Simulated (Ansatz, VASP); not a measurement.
Al in VASP and in Ansatz

Contents of INCAR:

```
SYSTEM = Al
PREC = Accurate
ENCUT = 520
EDIFF = 1E-6
ISMEAR = 0
SIGMA = 0.15
LREAL = .FALSE.
LASPH = .TRUE.
NELM = 60
ALGO = Fast
ISIF = 2
LWAVE = .FALSE.
LCHARG = .FALSE.
GGA = PE
NBANDS = 14
```

File KPOINTS:

```
Automatic mesh
0
G
  16 16 5
  0 0 0
```

The input POSCAR:

```
Al
1.0
   -1.6174623135      1.6174623135     -1.6174623135
   -1.6174623135     -1.6174623135      1.6174623135
   -1.4557160822      5.3376256347      7.6020728736
Al
4
Direct
   -0.0875000000     -0.7000000000      0.8750000000
    0.4875000000      0.4000000000      0.1250000000
   -0.0375000000     -0.3000000000      0.3750000000
    0.4375000000      0.0000000000      0.6250000000
```

Input for Ansatz:

```yaml
crystal:
  lattice:
    - [-1.6174623135, 1.6174623135, -1.6174623135]
    - [-1.6174623135, -1.6174623135, 1.6174623135]
    - [-1.4557160822, 5.3376256347, 7.6020728736]
  atoms:
    - { symbol: Al, position: [-0.0875, -0.7, 0.875] }
    - { symbol: Al, position: [0.4875, 0.4, 0.125] }
    - { symbol: Al, position: [-0.0375, -0.3, 0.375] }
    - { symbol: Al, position: [0.4375, 0.0, 0.625] }
basis:
  ecutwfc: 420
kpoints:
  mp_grid: { grid: [16, 16, 5] }
hamiltonian:
  xc: pbe
  pseudopotentials: { kind: paw, azcp: { folder: soft_1 } }
scf:
  occupations: { method: gaussian, width: 0.15 }
output:
  forces: true
  stress: true
  eigenvalues: true
  write_density: true
  write_potential: true
  elf: true
  volumetric_format: npy
```

Alike in both runs: task single point; functional PBE; k mesh 16 × 16 × 5; occupations gaussian, width 0.15 eV; no spin polarisation.

```csv
,VASP,Ansatz
version,VASP 6.6.1,Ansatz 0.2.0
potentials or method,"VASP PAW PBE potentials, release 64 (Al), cutoff 520 eV","scalar-relativistic, plane waves, PAW"
valence electrons in the cell,12,12
```

|  | VASP | Ansatz | Ansatz less VASP |
| --- | --- | --- | --- |
| gap on the k mesh at the Fermi level (eV) | none | none | - |
| pressure (GPa) | 0.1 | 0.1 | 0.00 |
| traceless stress, the component that is largest in VASP (GPa) | -0.55 | -0.55 | +0.001 |
| rms of the force components (eV/Å) | 0.039 | 0.039 | -0.0001 |

Atom by atom the forces differ by 0.000 eV/Å (rms over components). A gap of «none» marks a metal or a gap that the smearing closes. The functional is the same, so the differences come from potentials, cutoffs and numerics.
